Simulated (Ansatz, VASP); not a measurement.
One calculation of NaH, two programs

```
Na H
1.0
     0.01173    2.35140    2.35140
     2.35140    0.01173    2.35140
     2.35140    2.35140    0.01173
Na H
1 1
Direct
  0.00000 0.00000 0.00000
  0.50000 0.50000 0.50000
```

Change from the starting cell: equal xy, yz and zx engineering shears of +0.5 %.

Alike in both runs: task relaxation of the atoms; functional LDA; k mesh 8 × 8 × 8; no spin polarisation.

```csv
,VASP,Ansatz
version,VASP 6.6.1,Ansatz 0.2.0
potentials or method,"VASP PAW LDA potentials, release 64 (Na_pv, H), cutoff 520 eV","all-electron LAPW, scalar-relativistic"
occupations,"gaussian, width 0.01 eV",fixed
```

```tsv
	VASP	Ansatz	Ansatz less VASP
gap on the k mesh at the Fermi level, each at its own relaxed structure (eV)	3.50	3.50	+0.003
```

LDA's correlation is that of Perdew and Zunger in VASP and of Perdew and Wang (1992) in Ansatz. Ansatz ran all-electron here, and VASP with PAW potentials.

Noted on VASP's run: the relaxation stopped at its first step, so nothing moved.
